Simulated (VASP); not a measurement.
# TaN (P1) in VASP: single point with PBE

Aim: the single point of TaN with PBE.

Everything below comes from runs of VASP 6.6.1. Logs are shortened: lines on timing, memory, paths and dates and some standing lists are left out, and cuts for length are marked.

### Step 1. The cell of the first run

The typed cell holds 6 atoms: a = 5.197 Å, b = 5.241 Å, c = 2.911 Å, α = 90.41°, β = 91.14°, γ = 120.85°.

### Step 2. Single point, PBE (equal xy, yz and zx shear strains of -2 %)

INCAR reads:

```
ALGO = Normal
EDIFF = 1E-7
ENCUT = 520
GGA = PE
ISIF = 2
ISMEAR = -1
LASPH = T
LCHARG = F
LREAL = F
LWAVE = F
NBANDS = 33
NELM = 60
PREC = Accurate
SIGMA = 0.01
```

KPOINTS reads:

```
k-points
0
Gamma
  6 6 9
```

POSCAR reads:

```
TaN
1.0
    5.1960008669     -0.0519600087     -0.0519600087
   -2.6429991209      4.5258487531     -0.0190186832
   -0.0291100000     -0.0291100000      2.9110000000
Ta N
3 3
Direct
    0.3333333333      0.6666666667      0.5000000000
    0.6666666667      0.3333333333      0.5000000000
    0.0000000000      0.0000000000      0.0000000000
    0.3928500000      0.0000000000      0.0000000000
    0.6071500000      0.6071500000      0.0000000000
    0.0000000000      0.3928500000      0.0000000000
```

Potentials or basis: VASP PAW PBE potentials, release 64 (Ta_pv, N).

The run is started by

```bash
$ cat potpaw_PBE.64/Ta_pv/POTCAR potpaw_PBE.64/N/POTCAR > POTCAR
$ mpirun -np 1 vasp_std > vasp.out
```

OUTCAR:

```text
EDIFF = 1E-7
   ENCUT = 520
   GGA = PE
   ISIF = 2
   ISMEAR = -1
   LASPH = T
   LREAL = F
   NELM = 60
   PREC = Accurate

 ion  position               nearest neighbor table
   1  0.333  0.667  0.500-   6 2.12   5 2.15   4 2.16   6 2.18   4 2.18   5 2.18   2 2.97   2 3.00
                             2 3.03   3 3.28   3 3.31   3 3.35   3 3.35   3 3.36   3 3.37
   2  0.667  0.333  0.500-   4 2.13   6 2.13   5 2.17   5 2.18   4 2.18   6 2.18   1 2.97   1 3.00
                             1 3.03   3 3.28   3 3.31   3 3.35   3 3.35   3 3.36   3 3.37
   3  0.000  0.000  0.000-   5 2.02   4 2.04   6 2.06   2 3.28   1 3.28   2 3.31   1 3.31   1 3.35
                             2 3.35   2 3.35   1 3.35   2 3.36   1 3.36   1 3.37   2 3.37
   4  0.393  0.000  0.000-   3 2.04   2 2.13   1 2.16   2 2.18   1 2.18
   5  0.607  0.607  0.000-   3 2.02   1 2.15   2 2.17   2 2.18   1 2.18
   6  0.000  0.393  0.000-   3 2.06   1 2.12   2 2.13   1 2.18   2 2.18

  LATTYP: Found a triclinic cell.
 ALAT       =     5.1515566955
 B/A-ratio  =     1.0087281861
 C/A-ratio  =     0.5651284180
 COS(alpha) =     0.0198960208
 COS(beta)  =     0.0274156886
 COS(gamma) =     0.4869832429

  Lattice vectors:

 A1 = (   2.5530017460,   4.4738887444,  -0.0709786919)
 A2 = (   5.1960008669,  -0.0519600087,  -0.0519600087)
 A3 = (   0.0291100000,   0.0291100000,  -2.9110000000)

Analysis of symmetry for initial positions (statically):
=====================================================================
 Subroutine PRICEL returns:
 Original cell was already a primitive cell.

 Routine SETGRP: Setting up the symmetry group for a
 triclinic supercell.

 Subroutine GETGRP returns: Found  1 space group operations
 (whereof  1 operations were pure point group operations)
 out of a pool of  2 trial point group operations.

The static configuration has the point symmetry C_1 .

Analysis of symmetry for dynamics (positions and initial velocities):
=====================================================================
 Subroutine PRICEL returns:
 Original cell was already a primitive cell.

 Routine SETGRP: Setting up the symmetry group for a
 triclinic supercell.

 Subroutine GETGRP returns: Found  1 space group operations
 (whereof  1 operations were pure point group operations)
 out of a pool of  2 trial point group operations.

The dynamic configuration has the point symmetry C_1 .

 Subroutine INISYM returns: Found  1 space group operations
 (whereof  1 operations are pure point group operations),
 and found     1 'primitive' translations

----------------------------------------------------------------------------------------

                                     Primitive cell

  volume of cell :      68.0425

  direct lattice vectors                    reciprocal lattice vectors
     5.196000867 -0.051960009 -0.051960009     0.193617185  0.113081194  0.003066984
    -2.642999121  4.525848753 -0.019018683     0.002245188  0.222273608  0.002245188
    -0.029110000 -0.029110000  2.911000000     0.003470646  0.003470646  0.343593975

  length of vectors
     5.196520441  5.241098454  2.911291085     0.224241782  0.222296285  0.343629030

  position of ions in fractional coordinates (direct lattice)
     0.333333333  0.666666667  0.500000000
     0.666666667  0.333333333  0.500000000
     0.000000000  0.000000000  0.000000000
     0.392850000  1.000000000  1.000000000
     0.607150000  0.607150000  1.000000000
     0.000000000  0.392850000  1.000000000

  ion indices of the primitive-cell ions
   primitive index   ion index
                 1           1
                 2           2
                 3           3
                 4           4
                 5           5
                 6           6

----------------------------------------------------------------------------------------

 KPOINTS: k-points

Automatic generation of k-mesh.
 Grid dimensions read from file:
 generate k-points for:    6    6    9

 Generating k-lattice:

  Cartesian coordinates                     Fractional coordinates (reciprocal lattice)
     0.032269531  0.018846866  0.000511164     0.166666667 -0.000000000  0.000000000
     0.000374198  0.037045601  0.000374198     0.000000000  0.166666667  0.000000000
     0.000385627  0.000385627  0.038177108     0.000000000 -0.000000000  0.111111111

  Length of vectors
     0.037373630  0.037049381  0.038181003

  Shift w.r.t. Gamma in fractional coordinates (k-lattice)
     0.000000000  0.000000000  0.000000000

 Subroutine IBZKPT returns following result:
 ===========================================

 Found    164 irreducible k-points:

 Following reciprocal coordinates:
            Coordinates               Weight
  0.000000  0.000000  0.000000      1.000000
  0.166667 -0.000000  0.000000      2.000000
  0.333333  0.000000  0.000000      2.000000
  0.500000  0.000000  0.000000      1.000000
 -0.000000  0.166667  0.000000      2.000000
  0.166667  0.166667  0.000000      2.000000
[... 16 lines left out ...]
  0.333333 -0.000000  0.111111      2.000000
  0.500000 -0.000000  0.111111      2.000000
 [... further k-points ...]
   k-points           NKPTS =    164   k-points in BZ     NKDIM =    164   number of bands    NBANDS=     33
   number of dos      NEDOS =    301   number of ions     NIONS =      6
   total plane-waves  NPLWV =  38400
   dimension x,y,z NGX =    40 NGY =   40 NGZ =   24
   dimension x,y,z NGXF=    80 NGYF=   80 NGZF=   48
   ions per type =               3   3
   NGX,Y,Z   is equivalent  to a cutoff of  12.80, 12.69, 13.70 a.u.
   NGXF,Y,Z  is equivalent  to a cutoff of  25.59, 25.38, 27.41 a.u.
 SYSTEM =  unknown system
   PREC   = accura    normal or accurate (medium, high low for compatibility)
   ISTART =      0    job   : 0-new  1-cont  2-samecut
   ICHARG =      2    charge: 1-file 2-atom 10-const
   ISPIN  =      1    spin polarized calculation?
   LNONCOLLINEAR =      F non collinear calculations
   LSORBIT =      F    spin-orbit coupling
   LASPH  =      T    aspherical Exc in radial PAW
   ENCUT  =  520.0 eV  38.22 Ry    6.18 a.u.   9.66  9.74  5.41*2*pi/ulx,y,z
   NELM   =     60;   NELMIN=  2; NELMDL= -5     # of ELM steps
   EDIFF  = 0.1E-06   stopping-criterion for ELM
   LREAL  =      F    real-space projection
   EDIFFG = 0.1E-05   stopping-criterion for IOM
   NSW    =      0    number of steps for IOM
   IBRION =     -1    ionic relax: 0-MD 1-quasi-New 2-CG
   NFREE  =      0    steps in history (QN), initial steepest desc. (CG)
   ISIF   =      2    stress and relaxation
   ISYM   =      2    0-nonsym 1-usesym 2-fastsym
   POTIM  = 0.5000    time-step for ionic-motion
   TEBEG  =    0.0;   TEEND  =   0.0 temperature during run
   PSTRESS=    0.0 pullay stress
   NELECT =      48.0000    total number of electrons
   NUPDOWN=      -1.0000    fix difference up-down
   EMIN   =  10.00;   EMAX   =-10.00  energy-range for DOS
   EFERMI =   0.00;   METHOD = LEGACY
   ISMEAR =    -1;   SIGMA  =   0.01  broadening in eV -4-tet -1-fermi 0-gaus
   EFERMI_NEDOS =   21; number of points for ismear=-14 and -15
   IALGO  =     38    algorithm
   IMIX   =      4    mixing-type and parameters
     AMIX     =   0.40;   BMIX     =  1.00
     AMIX_MAG =   1.60;   BMIX_MAG =  1.00
  volume/ion in A,a.u.               =      11.34        76.53
  Fermi-wavevector in a.u.,A,eV,Ry     =   1.457343  2.753980 28.896728  2.123850
  Thomas-Fermi vector in A             =   2.574156
   LORBIT       =      0    0 simple, 1 ext, 2 COOP (PROOUT), +10 PAW based schemes
   GGA     = PE    functional components
   LHFCALC =     F    Hartree Fock is set to
   AEXX    =    0.0000 exact exchange contribution
   IVDW    =     0    specifies the selected vdW correction
   LEPSILON=     F    determine dielectric tensor
   LRPA    =     F    only Hartree local field effects (RPA)
 non-spin polarized calculation
  energy-cutoff  :      520.00
  volume of cell :       68.04
 maximum number of plane-waves:      1848
 NGX is ok and might be reduce to    40
   NGX = 19   NGY = 19   NGZ = 11

 number of electron      48.0000001 magnetization

 Free energy of the ion-electron system (eV)
  ---------------------------------------------------
  ext. energy  EPLUGINS =         0.00000000
  ---------------------------------------------------
  free energy    TOTEN  =       -67.41297827 eV

  energy without entropy =      -67.41263455  energy(sigma->0) =      -67.41280641

 E-fermi :   8.3103     XC(G=0): -13.0062

 val. band max:        8.3072474075   @ k =   0.1667  -0.1667   0.3333
 cond. band min:       8.3142625084   @ k =   0.1667  -0.1667   0.2222
 fundamental gap:      0.0070151010
 Fermi energy:         8.3102683700

 k-point     1 :       0.0000    0.0000    0.0000
  band No.  band energies     occupation
      1     -27.9051      2.00000
      2     -27.8959      2.00000
      3     -27.5526      2.00000
      4     -27.5428      2.00000
      5     -27.3746      2.00000
      6     -27.2681      2.00000
[... 25 lines left out ...]
     32      11.4974      0.00000
     33      11.5925      0.00000

 k-point     2 :       0.1667   -0.0000    0.0000
  band No.  band energies     occupation
      1     -27.9195      2.00000
      2     -27.9002      2.00000
      3     -27.5259      2.00000
      4     -27.5171      2.00000
      5     -27.3677      2.00000
      6     -27.2746      2.00000
[... 25 lines left out ...]
     32      11.4809      0.00000
     33      11.8195      0.00000

 k-point     3 :       0.3333    0.0000    0.0000
  band No.  band energies     occupation
      1     -27.9581      2.00000
      2     -27.8582      2.00000
      3     -27.5368      2.00000
      4     -27.4731      2.00000
      5     -27.3497      2.00000
      6     -27.2916      2.00000
[... 25 lines left out ...]
     32      12.1366      0.00000
     33      12.3215      0.00000

 k-point     4 :       0.5000    0.0000    0.0000
  band No.  band energies     occupation
      1     -27.9750      2.00000
      2     -27.8052      2.00000
      3     -27.5972      2.00000
      4     -27.4502      2.00000
      5     -27.3345      2.00000
      6     -27.3062      2.00000
[... 673 lines left out ...]
     32      11.6930      0.00000
     33      12.0066      0.00000

 k-point    23 :       0.3333   -0.0000    0.1111
  band No.  band energies     occupation
      1     -27.9385      2.00000
      2     -27.8398      2.00000
      3     -27.5286      2.00000
      4     -27.4601      2.00000
      5     -27.4581      2.00000
      6     -27.3857      2.00000
[... 25 lines left out ...]
     32      12.1008      0.00000
     33      12.2331      0.00000

 k-point    24 :       0.5000   -0.0000    0.1111
  band No.  band energies     occupation
      1     -27.9535      2.00000
      2     -27.7914      2.00000
      3     -27.5868      2.00000
      4     -27.4417      2.00000
      5     -27.4392      2.00000
      6     -27.4034      2.00000
[... 25 lines left out ...]
     32      12.1301      0.00000
     33      12.2815      0.00000

 [... further k-points ...]
[... 5 lines left out ...]
  --------------------------------------------------------------------------------------
  -------------------------------------------------------------------------------------
  Total        2.6943253      2.6876990      2.3411080      1.7155145      1.7451663      1.7478596
  in kB       63.4425338     63.2865064     55.1254231     40.3947471     41.0929481     41.1563682
  external PRESSURE =      60.6181544 kB  Pullay stress =       0.0000000 kB

 VOLUME and BASIS-vectors are now :
 -----------------------------------------------------------------------------
  energy-cutoff  :      520.00
  volume of cell :       68.04
      direct lattice vectors                 reciprocal lattice vectors
     5.196000867 -0.051960009 -0.051960009     0.193617185  0.113081194  0.003066984
    -2.642999121  4.525848753 -0.019018683     0.002245188  0.222273608  0.002245188
    -0.029110000 -0.029110000  2.911000000     0.003470646  0.003470646  0.343593975

 POSITION                                       TOTAL-FORCE (eV/Angst)
 -----------------------------------------------------------------------------------
     -0.04455      2.98536      1.42550         0.132744      0.122669      0.034006
      2.56845      1.45942      1.41452        -0.128705      0.116620      0.009568
      0.00000      0.00000      0.00000         0.009951      0.281512     -0.000227
      2.04125     -0.02041     -0.02041         0.036819     -0.139830     -0.097737
      1.55006      2.71632     -0.04309        -0.054616     -0.233464      0.100234
     -1.03830      1.77798     -0.00747         0.003807     -0.147507     -0.045843
 -----------------------------------------------------------------------------------
    total drift:                                0.000098     -0.000208      0.000013

  FREE ENERGIE OF THE ION-ELECTRON SYSTEM (eV)
  ---------------------------------------------------
  free  energy   TOTEN  =       -67.4129782733 eV

  energy  without entropy=      -67.4126345519  energy(sigma->0) =      -67.41280641
```

Run time: 4.8 min. Hardware: 1 thread of Intel Xeon Platinum 8488C (Sapphire Rapids), shared host; peak memory 0.39 GiB.

Results:

```
Free energy            : -67.4130 eV
Pressure               : 6.1 GPa
Largest force          : 0.282 eV/Å
Band gap on the k mesh : zero (bands 24 and 25 overlap by 3.01 eV)
```

Forces on the atoms (eV/Å):
```
Ta   0.133  0.123  0.034
Ta  -0.129  0.117  0.010
Ta   0.010  0.282  0.000
N    0.037 -0.140 -0.098
N   -0.055 -0.233  0.100
N    0.004 -0.148 -0.046
```

Caveat: the cell differs from its parent crystal (equal xy, yz and zx shear strains of -2 %); the cell stands under pressure; spin-orbit coupling is left out, which moves the levels of the heavy elements.
